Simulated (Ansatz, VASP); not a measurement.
This is a calculation of FeO for VASP 6.6.1.

File INCAR:

```
AGGAC    = 1.0          
AGGAX    = 1.0          
ALDAC    = 0.0          
ALDAX    = 1.0          
ALGO     = Normal         # electronic algorithm
EDIFF    = 1E-6           # SCF threshold, eV
ENCUT    = 700            # plane-wave cutoff, eV
GGA      = B5             # functional
GGA_COMPAT= False        
ISIF     = 2              # what is computed and relaxed
ISMEAR   = -1             # smearing method
ISPIN    = 2              # spin polarisation
IVDW     = 13             # dispersion correction
LASPH    = True           # aspherical terms in the spheres
LCHARG   = False          # write CHGCAR
LMAXMIX  = 4              # l up to which the mixer works
LORBIT   = 11             # projections on sites
LREAL    = False          # projectors in reciprocal space
LWAVE    = False          # write WAVECAR
MAGMOM   = 3 0            # initial moments
NBANDS   = 22             # bands
NELM     = 200            # most SCF steps
PREC     = Accurate       # precision mode
SIGMA    = 0.05           # smearing width, eV
VDW_A1   = 0.44488865   
VDW_A2   = 4.0933009    
VDW_S6   = 1.0          
VDW_S8   = 2.34076671
```

The input KPOINTS:

```
k-points
0
Gamma
  11 11 11
```

Contents of POSCAR:

```
FeO
1.0
    0.0000000000      2.1696745882      2.1696745882
    2.1696745882      0.0000000000      2.1696745882
    2.1696745882      2.1696745882      0.0000000000
Fe O
1 1
Direct
    0.0000000000      0.0000000000      0.0000000000
    0.5000000000      0.5000000000      0.5000000000
```

Potentials or basis: VASP PAW PBE potentials, release 64 (Fe_sv, O).

Command:

```console
$ cat potpaw_PBE.64/Fe_sv/POTCAR potpaw_PBE.64/O/POTCAR > POTCAR
$ mpirun -np 1 vasp_std > vasp.out
```

**Question.** Set up the same calculation for Ansatz 0.2.0. Potentials there: Ansatz PAW.

**Answer.** As run (the cutoff follows the program's own potentials):

The input input.yaml:

```yaml
crystal:
  lattice:
    - [0.0, 2.1696745882, 2.1696745882]
    - [2.1696745882, 0.0, 2.1696745882]
    - [2.1696745882, 2.1696745882, 0.0]
  atoms:
    - { symbol: Fe, position: [0.0, 0.0, 0.0], spin: 3.0 }
    - { symbol: O, position: [0.5, 0.5, 0.5] }
hamiltonian:
  xc: blyp
  pseudopotentials: { kind: paw }
  dispersion: d4
magnetization:
  spin_polarized: true
kpoints:
  mp_grid: { grid: [11, 11, 11] }
scf:
  occupations: { method: fermi_dirac, width: 0.05 }
output:
  forces: true
  stress: true
  eigenvalues: true
```

Potentials or basis: Ansatz PAW.

The run is started by

```sh
$ ansatz run input.yaml --threads 2 --pin off --max-ram 5120MiB --backend cpu --events-out ev --progress --plain --runs-dir out
```

Both were run:

|  | VASP | Ansatz | Ansatz less VASP |
| --- | --- | --- | --- |
| gap on the k mesh at the Fermi level (eV) | none | none | - |
| pressure (GPa) | -6.3 | -5.4 | +0.90 |
| net moment per atom (μB) | 2.00 | 2.00 | 0.000 |
| size of the moment on the site where the two differ most (μB) | 0.31 | 0.34 | +0.024 |

VASP's potentials were made for PBE, not for BLYP. Site moments also hang on the region over which each program counts them. A gap of «none» marks a metal or a gap that the smearing closes.
